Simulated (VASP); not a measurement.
The system is Rh.

```
CELL_PARAMETERS angstrom
0.00000 1.91522 1.91522
1.91522 0.00000 1.91522
1.91522 1.91522 0.00000
ATOMIC_POSITIONS crystal
Rh 0.00000 0.00000 0.00000
```

Base run:

| Property | Result |
| --- | --- |
| Program | VASP 6.6.1 |
| Functional | PBE |
| Potentials or basis | VASP PAW PBE potentials, release 64 (Rh_pv) |
| Cutoff | 520 eV |
| k mesh | 23 × 23 × 23 |
| Occupations | fermi-dirac, width 0.05 eV |
| Spin | collinear spin, ferromagnetic start |
| Starting moments | [1.0] μB |

Its results: pressure 0.0 GPa; net moment 0.00 μB per cell.

Problem. The run is repeated on the same cell with these changes: k mesh from 23 × 23 × 23 to 7 × 7 × 7; occupations from fermi-dirac, width 0.05 eV to fermi-dirac, width 0.1 eV. What comes out?

Solution. Pressure -0.8 GPa; net moment 0.00 μB per cell.

Caveats: some runs use coarse meshes.
